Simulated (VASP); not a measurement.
# GaSb (I-4m2) in VASP: notebook, part 2 of 2

VASP 6.6.1. The steps go on from the part before.

## (3) Single point, PBE

This run uses another cell than the first one, of 31.02 Å³/atom.

Contents of INCAR:

```
PREC = Accurate
ENCUT = 520
EDIFF = 1E-7
ISMEAR = 0
SIGMA = 0.15
LREAL = F
LASPH = T
NELM = 60
ALGO = Normal
ISIF = 2
LWAVE = F
LCHARG = F
GGA = PE
NBANDS = 16
```

Contents of KPOINTS:

```
Automatic mesh
0
Gamma
  16 16 16
```

Contents of POSCAR:

```
GaSb
1.0
   -2.9595500000      2.9595500000      1.7709000000
    2.9595500000     -2.9595500000      1.7709000000
    2.9595500000      2.9595500000     -1.7709000000
Ga Sb
1 1
Direct
    0.2500000000      0.7500000000      0.5000000000
    0.0000000000      0.0000000000      0.0000000000
```

Potentials or basis: VASP PAW PBE potentials, release 64 (Ga_d, Sb).

On the command line:

```
> cat potpaw_PBE.64/Ga_d/POTCAR potpaw_PBE.64/Sb/POTCAR > POTCAR
> mpirun -np 1 vasp_std > vasp.out
```

OUTCAR:

```text
PREC = Accurate
   ENCUT = 520
   EDIFF = 1E-7
   ISMEAR = 0
   LREAL = F
   LASPH = T
   NELM = 60
   ISIF = 2
   GGA = PE

 ion  position               nearest neighbor table
   1  0.250  0.750  0.500-   2 3.09   2 3.09   2 3.09   2 3.09
   2  0.000  0.000  0.000-   1 3.09   1 3.09   1 3.09   1 3.09

  LATTYP: Found a body centered tetragonal cell.
 ALAT       =     5.9191000000
 C/A-ratio  =     0.5983679951

  Lattice vectors:

 A1 = (  -2.9595500000,   2.9595500000,   1.7709000000)
 A2 = (   2.9595500000,  -2.9595500000,   1.7709000000)
 A3 = (   2.9595500000,   2.9595500000,  -1.7709000000)

Analysis of symmetry for initial positions (statically):
=====================================================================
 Subroutine PRICEL returns:
 Original cell was already a primitive cell.

 Routine SETGRP: Setting up the symmetry group for a
 body centered tetragonal supercell.

 Subroutine GETGRP returns: Found  8 space group operations
 (whereof  8 operations were pure point group operations)
 out of a pool of 16 trial point group operations.

The static configuration has the point symmetry D_2d.

Analysis of symmetry for dynamics (positions and initial velocities):
=====================================================================
 Subroutine PRICEL returns:
 Original cell was already a primitive cell.

 Routine SETGRP: Setting up the symmetry group for a
 body centered tetragonal supercell.

 Subroutine GETGRP returns: Found  8 space group operations
 (whereof  8 operations were pure point group operations)
 out of a pool of 16 trial point group operations.

The dynamic configuration has the point symmetry D_2d.

 Subroutine INISYM returns: Found  8 space group operations
 (whereof  8 operations are pure point group operations),
 and found     1 'primitive' translations

----------------------------------------------------------------------------------------

                                     Primitive cell

  volume of cell :      62.0448

  direct lattice vectors                    reciprocal lattice vectors
    -2.959550000  2.959550000  1.770900000     0.000000000  0.168944603  0.282342312
     2.959550000 -2.959550000  1.770900000     0.168944603  0.000000000  0.282342312
     2.959550000  2.959550000 -1.770900000     0.168944603  0.168944603  0.000000000

  length of vectors
     4.544662717  4.544662717  4.544662717     0.329028053  0.329028053  0.238923749

  position of ions in fractional coordinates (direct lattice)
     0.250000000  0.750000000  0.500000000
     0.000000000  0.000000000  0.000000000

  ion indices of the primitive-cell ions
   primitive index   ion index
                 1           1
                 2           2

----------------------------------------------------------------------------------------

 KPOINTS: Automatic mesh

Automatic generation of k-mesh.
 Grid dimensions read from file:
 generate k-points for:   16   16   16

 Generating k-lattice:

  Cartesian coordinates                     Fractional coordinates (reciprocal lattice)
     0.000000000  0.010559038  0.017646394     0.062500000  0.000000000 -0.000000000
     0.010559038  0.000000000  0.017646394     0.000000000  0.062500000 -0.000000000
     0.010559038  0.010559038  0.000000000     0.000000000  0.000000000  0.062500000

  Length of vectors
     0.020564253  0.020564253  0.014932734

  Shift w.r.t. Gamma in fractional coordinates (k-lattice)
     0.000000000  0.000000000  0.000000000

 Subroutine IBZKPT returns following result:
 ===========================================

 Found    349 irreducible k-points:

 Following reciprocal coordinates:
            Coordinates               Weight
  0.000000  0.000000  0.000000      1.000000
  0.062500  0.000000 -0.000000      8.000000
  0.125000  0.000000 -0.000000      8.000000
  0.187500  0.000000  0.000000      8.000000
  0.250000  0.000000 -0.000000      8.000000
  0.312500  0.000000 -0.000000      8.000000
[... 16 lines left out ...]
 -0.125000  0.062500  0.000000     16.000000
 -0.062500  0.062500  0.000000      4.000000
 [... further k-points ...]
   k-points           NKPTS =    349   k-points in BZ     NKDIM =    349   number of bands    NBANDS=     16
   number of dos      NEDOS =    301   number of ions     NIONS =      2
   total plane-waves  NPLWV =  46656
   dimension x,y,z NGX =    36 NGY =   36 NGZ =   36
   dimension x,y,z NGXF=    72 NGYF=   72 NGZF=   72
   ions per type =               1   1
   NGX,Y,Z   is equivalent  to a cutoff of  13.17, 13.17, 13.17 a.u.
   NGXF,Y,Z  is equivalent  to a cutoff of  26.34, 26.34, 26.34 a.u.
 SYSTEM =  unknown system
   PREC   = accura    normal or accurate (medium, high low for compatibility)
   ISTART =      0    job   : 0-new  1-cont  2-samecut
   ICHARG =      2    charge: 1-file 2-atom 10-const
   ISPIN  =      1    spin polarized calculation?
   LNONCOLLINEAR =      F non collinear calculations
   LSORBIT =      F    spin-orbit coupling
   LASPH  =      T    aspherical Exc in radial PAW
   ENCUT  =  520.0 eV  38.22 Ry    6.18 a.u.   8.45  8.45  8.45*2*pi/ulx,y,z
   NELM   =     60;   NELMIN=  2; NELMDL= -5     # of ELM steps
   EDIFF  = 0.1E-06   stopping-criterion for ELM
   LREAL  =      F    real-space projection
   EDIFFG = 0.1E-05   stopping-criterion for IOM
   NSW    =      0    number of steps for IOM
   IBRION =     -1    ionic relax: 0-MD 1-quasi-New 2-CG
   NFREE  =      0    steps in history (QN), initial steepest desc. (CG)
   ISIF   =      2    stress and relaxation
   ISYM   =      2    0-nonsym 1-usesym 2-fastsym
   POTIM  = 0.5000    time-step for ionic-motion
   TEBEG  =    0.0;   TEEND  =   0.0 temperature during run
   PSTRESS=    0.0 pullay stress
   NELECT =      18.0000    total number of electrons
   NUPDOWN=      -1.0000    fix difference up-down
   EMIN   =  10.00;   EMAX   =-10.00  energy-range for DOS
   EFERMI =   0.00;   METHOD = LEGACY
   ISMEAR =     0;   SIGMA  =   0.15  broadening in eV -4-tet -1-fermi 0-gaus
   EFERMI_NEDOS =   21; number of points for ismear=-14 and -15
   IALGO  =     38    algorithm
   IMIX   =      4    mixing-type and parameters
     AMIX     =   0.40;   BMIX     =  1.00
     AMIX_MAG =   1.60;   BMIX_MAG =  1.00
  volume/ion in A,a.u.               =      31.02       209.35
  Fermi-wavevector in a.u.,A,eV,Ry     =   1.083754  2.047997 15.980339  1.174522
  Thomas-Fermi vector in A             =   2.219827
   LORBIT       =      0    0 simple, 1 ext, 2 COOP (PROOUT), +10 PAW based schemes
   GGA     = PE    functional components
   LHFCALC =     F    Hartree Fock is set to
   AEXX    =    0.0000 exact exchange contribution
   IVDW    =     0    specifies the selected vdW correction
   LEPSILON=     F    determine dielectric tensor
   LRPA    =     F    only Hartree local field effects (RPA)
 non-spin polarized calculation
 Gauss-broadening in eV      SIGMA  =   0.15
  energy-cutoff  :      520.00
  volume of cell :       62.04
 maximum number of plane-waves:      1696
 NGX is ok and might be reduce to    36
   NGX = 17   NGY = 17   NGZ = 17

 number of electron      17.9999994 magnetization

 Free energy of the ion-electron system (eV)
  ---------------------------------------------------
  ext. energy  EPLUGINS =         0.00000000
  ---------------------------------------------------
  free energy    TOTEN  =        -6.61826410 eV

  energy without entropy =       -6.60738770  energy(sigma->0) =       -6.61282590

 E-fermi :   4.0349     XC(G=0):  -9.1214

 val. band max:        4.0341641621   @ k =  -0.4375  -0.4375   0.0625
 cond. band min:       4.0411199844   @ k =  -0.3750   0.4375   0.1250
 fundamental gap:      0.0069558223
 Fermi energy:         4.0349243925

 k-point     1 :       0.0000    0.0000    0.0000
  band No.  band energies     occupation
      1     -10.7330      2.00000
      2     -10.6805      2.00000
      3     -10.6805      2.00000
      4     -10.6639      2.00000
      5     -10.6579      2.00000
      6      -6.2824      2.00000
[... 8 lines left out ...]
     15      12.4194      0.00000
     16      13.6992      0.00000
[... 419 lines left out ...]
 k-point    24 :      -0.0625    0.0625    0.0000
  band No.  band energies     occupation
      1     -10.7329      2.00000
      2     -10.6805      2.00000
      3     -10.6803      2.00000
      4     -10.6641      2.00000
      5     -10.6577      2.00000
      6      -6.2563      2.00000
[... 8 lines left out ...]
     15      12.3598      0.00000
     16      13.5718      0.00000

 [... further k-points ...]
[... 5 lines left out ...]
  --------------------------------------------------------------------------------------
  -------------------------------------------------------------------------------------
  Total       -2.7052141     -2.7052141     -2.6118772      0.0000000      0.0000000      0.0000000
  in kB      -69.8565008    -69.8565008    -67.4462718      0.0000000      0.0000000      0.0000000
  external PRESSURE =     -69.0530911 kB  Pullay stress =       0.0000000 kB

 VOLUME and BASIS-vectors are now :
 -----------------------------------------------------------------------------
  energy-cutoff  :      520.00
  volume of cell :       62.04
      direct lattice vectors                 reciprocal lattice vectors
    -2.959550000  2.959550000  1.770900000     0.000000000  0.168944603  0.282342312
     2.959550000 -2.959550000  1.770900000     0.168944603  0.000000000  0.282342312
     2.959550000  2.959550000 -1.770900000     0.168944603  0.168944603  0.000000000

 POSITION                                       TOTAL-FORCE (eV/Angst)
 -----------------------------------------------------------------------------------
      2.95955      0.00000      0.88545        -0.000000      0.000000     -0.000000
      0.00000      0.00000      0.00000         0.000000     -0.000000      0.000000
 -----------------------------------------------------------------------------------
    total drift:                                0.000000     -0.000000      0.000000

  FREE ENERGIE OF THE ION-ELECTRON SYSTEM (eV)
  ---------------------------------------------------
  free  energy   TOTEN  =        -6.6182641041 eV

  energy  without entropy=       -6.6073877027  energy(sigma->0) =       -6.61282590
```

stdout:

```text
POSCAR found type information on POSCAR GaSb
 POSCAR found :  2 types and       2 ions
 scaLAPACK will be used
 LDA part: xc-table for (Slater+PW92), standard interpolation
 POSCAR, INCAR and KPOINTS ok, starting setup
 FFT: planning ... GRIDC
 FFT: planning ... GRID_SOFT
 FFT: planning ... GRID
 WAVECAR not read
 entering main loop
```

Run time: 7.1 min. Hardware: 1 thread of Intel Xeon 8259CL, shared host; peak memory 0.49 GiB.

What came out:

* Free energy: -6.6183 eV
* Pressure: -6.9 GPa
* Band gap on the k mesh: zero (bands 9 and 10 overlap by 3.75 eV)

Caveat: the cell stands under tension; spin-orbit coupling is left out, which moves the levels of the heavy elements.

## (4) Single point, PBE

This run uses another cell than the first one, of 24.37 Å³/atom.

Contents of INCAR:

```
SYSTEM = GaSb
PREC = Accurate
ENCUT = 520
EDIFF = 1E-6
ISMEAR = 0
SIGMA = 0.15
LREAL = .False.
LASPH = .True.
NELM = 80
ALGO = Normal
ISIF = 2
LWAVE = .False.
LCHARG = .False.
GGA = PE
NBANDS = 16
```

Contents of KPOINTS:

```
Automatic mesh
0
Gamma
  16 16 16
  0 0 0
```

Contents of POSCAR:

```
GaSb
1.0
   -2.9595500000      2.9595500000      1.3914000000
    2.9595500000     -2.9595500000      1.3914000000
    2.9595500000      2.9595500000     -1.3914000000
Ga Sb
1 1
Direct
    0.2500000000      0.7500000000      0.5000000000
    0.0000000000      0.0000000000      0.0000000000
```

On the command line:

```
> cat potpaw_PBE.64/Ga_d/POTCAR potpaw_PBE.64/Sb/POTCAR > POTCAR
> mpirun -np 1 vasp_std > vasp.out
```

Wall time 5.2 min (1 thread of Intel Xeon 8259CL, shared host); peak memory 0.43 GiB.

Results (log left out):

| Property | Result |
| --- | --- |
| Free energy | -6.7477 eV |
| Pressure | 2.4 GPa |
| Band gap on the k mesh | zero (bands 9 and 10 overlap by 3.05 eV) |

Stress tensor (GPa, compression positive):
```
-1.97  0.00  0.00
 0.00 -1.97  0.00
 0.00  0.00 11.01
```

Levels at points of the mesh, in eV from the Fermi level:
| k point | band 7 | band 8 | band 9 | band 10 | band 11 | band 12 |
| --- | --- | --- | --- | --- | --- | --- |
| (0.00, 0.00, 0.00) | -4.84 | -2.60 | -2.60 | 2.85 | 5.36 | 5.36 |
| (0.50, 0.00, 0.00) | -5.26 | -2.43 | -1.28 | -0.37 | 2.91 | 3.10 |
| (0.50, 0.50, 0.00) | -8.11 | -1.12 | 0.36 | 0.94 | 1.01 | 8.10 |
| (0.50, 0.50, 0.50) | -6.59 | -5.01 | -5.01 | 7.53 | 7.65 | 7.65 |

Caveat: the stress differs along the axes, from -2 to 11 GPa; spin-orbit coupling is left out, which moves the levels of the heavy elements.

## (5) Single point, PBE

This run uses another cell than the first one, of 24.32 Å³/atom.

Contents of INCAR:

```
ALGO = Normal ; EDIFF = 1E-6
ENCUT = 520 ; GGA = PE
ISIF = 2 ; ISMEAR = 0
LASPH = T ; LCHARG = F
LREAL = F ; LWAVE = F
NBANDS = 16 ; NELM = 100
PREC = Accurate ; SIGMA = 0.15
```

Contents of KPOINTS:

```
k-points
0
Gamma
  16 16 16
```

Contents of POSCAR:

```
GaSb
1.0
   -2.8305000000      2.8305000000      1.5179000000
    2.8305000000     -2.8305000000      1.5179000000
    2.8305000000      2.8305000000     -1.5179000000
Ga Sb
1 1
Direct
    0.2500000000      0.7500000000      0.5000000000
    0.0000000000      0.0000000000      0.0000000000
```

On the command line:

```
> cat potpaw_PBE.64/Ga_d/POTCAR potpaw_PBE.64/Sb/POTCAR > POTCAR
> mpirun -np 1 vasp_std > vasp.out
```

Wall time 3.3 min (1 thread of Intel Xeon 8259CL, shared host); peak memory 0.4 GiB.

Results (log left out):

| Item | Value |
| --- | --- |
| Free energy | -6.9738 eV |
| Pressure | -0.2 GPa |
| Band gap on the k mesh | zero (bands 9 and 10 overlap by 4.29 eV) |

Stress tensor (GPa, compression positive):
```
-1.28  0.00  0.00
 0.00 -1.28  0.00
 0.00  0.00  1.98
```

Levels at points of the mesh, in eV from the Fermi level:
| k point | band 7 | band 8 | band 9 | band 10 | band 11 | band 12 |
| --- | --- | --- | --- | --- | --- | --- |
| (0.00, 0.00, 0.00) | -3.68 | -2.14 | -2.14 | 3.18 | 6.03 | 6.54 |
| (0.50, 0.00, 0.00) | -5.41 | -2.58 | -1.25 | -1.16 | 2.51 | 3.10 |
| (0.50, 0.50, 0.00) | -8.05 | -0.40 | 1.46 | 1.54 | 1.79 | 5.52 |
| (0.50, 0.50, 0.50) | -6.17 | -4.98 | -4.98 | 4.70 | 6.25 | 9.42 |

Caveat: spin-orbit coupling is left out, which moves the levels of the heavy elements.

## (6) Overview

```csv
cell,gap on the mesh (eV),pressure (GPa)
"a = 4.520 Å, angles 98.2, 98.2, 135.6°, 2 atoms",none,-6.6
"a = 4.545 Å, angles 98.7, 98.7, 134.1°, 2 atoms",none,-6.9
"a = 4.411 Å, angles 95.7, 95.7, 143.2°, 2 atoms",none,2.4
"a = 4.281 Å, angles 97.2, 97.2, 138.5°, 2 atoms",none,-0.2
```

Alike in all rows: task single point; level PBE; potentials or basis VASP PAW PBE potentials, release 64 (Ga_d, Sb); no spin polarisation; k mesh 16 × 16 × 16; cutoff (eV) 520; smearing gaussian 0.15 eV.

Caveats: spin-orbit coupling is left out, which moves the levels of the heavy elements; the cell stands under tension (at least some runs); the stress differs along the axes, from -2 to 11 GPa (at least some runs).

Absolute energies hang on the potentials; compare differences alone.

The gap in the log of VASP goes by the Fermi energy; the results here count the filled bands.